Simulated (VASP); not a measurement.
The system is Cd3SeS2.

```
Cd Se S
1.0
     3.39818    0.00000    0.00000
     0.00000    3.39818    0.00000
     0.00000    0.00000   10.82839
Cd Se S
3 1 2
Direct
  0.50000 0.50000 0.19747
  0.50000 0.50000 0.50000
  0.50000 0.50000 0.80253
  0.00000 0.00000 0.00000
  0.00000 0.00000 0.33661
  0.00000 0.00000 0.66339
```

- Program: VASP 6.6.1
- Task: relaxation of cell and atoms
- Functional: PBE
- Potentials or basis: VASP PAW PBE potentials, release 64 (Cd, Se, S)
- Cutoff: 600 eV
- k mesh: 6 × 6 × 2
- Occupations: gaussian, width 0.1 eV
- Spin: no spin polarisation

At the start: pressure 0.3 GPa; volume 20.84 Å³/atom.

Problem. Where does the relaxation end?

Solution. Over 8 steps the energy falls by 3.6 meV/atom; space group P4/mmm (No. 123, to 0.05 Å).

The path:
| step | energy change (eV) | largest force (eV/Å) | pressure (GPa) | volume (Å³) |
| --- | --- | --- | --- | --- |
| 1 | 0.0000 | 0.2205 | 0.32 | 125.04 |
| 2 | -0.0058 | 0.1829 | -0.12 | 125.79 |
| 3 | -0.0081 | 0.1294 | -0.82 | 126.99 |
| 4 | -0.0112 | 0.1174 | -0.77 | 126.76 |
| 5 | -0.0178 | 0.0727 | -0.55 | 126.09 |
| 6 | -0.0161 | 0.0614 | -0.01 | 124.75 |
| 7 | -0.0196 | 0.0421 | -0.31 | 125.52 |
| 8 | -0.0214 | 0.0345 | -0.09 | 125.04 |

Final structure:
```
Cd Se S
1.0
     3.42219    0.00000    0.00000
     0.00000    3.42219    0.00000
     0.00000    0.00000   10.67672
Cd Se S
3 1 2
Direct
  0.50000 0.50000 0.19008
  0.50000 0.50000 0.50000
  0.50000 0.50000 0.80992
  0.00000 0.00000 0.00000
  0.00000 0.00000 0.33721
  0.00000 0.00000 0.66279
```
